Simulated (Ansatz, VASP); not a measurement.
# TiPd3 in VASP and in Ansatz

INCAR

```
SYSTEM = TiPd3
  ALGO = Normal
  EDIFF = 1E-7
  ENCUT = 520
  GGA = CA
  ISIF = 2
  ISMEAR = -1
  LASPH = .TRUE.
  LCHARG = .FALSE.
  LREAL = .FALSE.
  LWAVE = .FALSE.
  NBANDS = 29
  NELM = 80
  PREC = Accurate
  SIGMA = 0.05
```

File KPOINTS:

```
k-points
0
G
  11 11 11
  0 0 0
```

The input POSCAR:

```
TiPd3
1.0
    3.8949209816      0.0000000000      0.0000000000
    0.0000000000      3.8949209816      0.0000000000
    0.0000000000      0.0000000000      3.8949209816
Ti Pd
1 3
Direct
    0.0000000000      0.0000000000      0.0000000000
    0.0000000000      0.5000000000      0.5000000000
    0.5000000000      0.0000000000      0.5000000000
    0.5000000000      0.5000000000      0.0000000000
```

Input for Ansatz:

```yaml
crystal:
  lattice:
    - [3.8949209816, 0.0, 0.0]
    - [0.0, 3.8949209816, 0.0]
    - [0.0, 0.0, 3.8949209816]
  atoms:
    - { symbol: Ti, position: [0.0, 0.0, 0.0] }
    - { symbol: Pd, position: [0.0, 0.5, 0.5] }
    - { symbol: Pd, position: [0.5, 0.0, 0.5] }
    - { symbol: Pd, position: [0.5, 0.5, 0.0] }
kpoints:
  mp_grid: { grid: [11, 11, 11] }
  band_path:
    path:
      - [0.0, 0.0, 0.0]
      - [0.0, 0.5, 0.0]
      - [0.5, 0.5, 0.0]
      - [0.0, 0.0, 0.0]
      - [0.5, 0.5, 0.5]
      - [0.0, 0.5, 0.0]
      - [0.5, 0.5, 0.5]
      - [0.5, 0.5, 0.0]
    npoints: 5
scf:
  occupations: { method: fermi_dirac, width: 0.05 }
hamiltonian:
  xc: lda
  pseudopotentials: { kind: all_electron, lapw: { basis_error: 0.001 } }
output:
  forces: true
  stress: true
  eigenvalues: true
```

Change from the starting cell: volume scaled by 1.06.

Alike in both runs: task single point; functional LDA; k mesh 11 × 11 × 11; occupations fermi-dirac, width 0.05 eV; no spin polarisation.

|  | VASP | Ansatz |
| --- | --- | --- |
| version | VASP 6.6.1 | Ansatz 0.2.0 |
| potentials or method | VASP PAW LDA potentials, release 64 (Ti_sv, Pd), cutoff 520 eV | all-electron LAPW, scalar-relativistic |

|  | VASP | Ansatz | Ansatz less VASP |
| --- | --- | --- | --- |
| pressure (GPa) | -9.4 | -9.7 | -0.34 |

LDA's correlation is that of Perdew and Zunger in VASP and of Perdew and Wang (1992) in Ansatz. Ansatz ran all-electron here, and VASP with PAW potentials.
